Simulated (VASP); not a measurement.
Input of a VASP 6.6.1 run:

Contents of POSCAR:

```
ZrC
1.0
    0.0000000000      2.3557757582      2.3557757582
    2.3557757582      0.0000000000      2.3557757582
    2.3557757582      2.3557757582      0.0000000000
Zr C
1 1
Direct
    0.0000000000      0.0000000000      0.0000000000
    0.5000000000      0.5000000000      0.5000000000
```

INCAR.step1

```
ALGO = Normal
EDIFF = 1E-4
ENCUT = 520
GGA = PE
ISMEAR = 0
LASPH = True
LCHARG = False
LREAL = False
LWAVE = True
NBANDS = 15
NELM = 100
PREC = Accurate
SIGMA = 0.1
```

File INCAR.step2:

```
ALGO = Normal
EDIFF = 1E-6
ENCUT = 520
ISIF = 2
ISMEAR = 0
ISTART = 1
LASPH = True
LCHARG = True
LELF = True
LMIXTAU = True
LREAL = False
LVHAR = True
LWAVE = False
METAGGA = R2SCAN
NBANDS = 15
NELM = 100
PREC = Accurate
SIGMA = 0.1
```

KPOINTS

```
k-points
0
Gamma
  16 16 16
```

Potentials or basis: VASP PAW PBE potentials, release 64 (Zr_sv, C).

The run is started by

```console
$ cat potpaw_PBE.64/Zr_sv/POTCAR potpaw_PBE.64/C/POTCAR > POTCAR
$ cp INCAR.step1 INCAR
$ mpirun -np 1 vasp_std > vasp.out
$ cp INCAR.step2 INCAR
$ mpirun -np 1 vasp_std > vasp.out
```

Predict the band gap on the k mesh.

zero (bands 8 and 9 overlap by 1.32 eV).

Estimate the pressure.

0.2 GPa.

Caveat: the PAW data sets were made with another functional, which shifts forces and pressure a little.
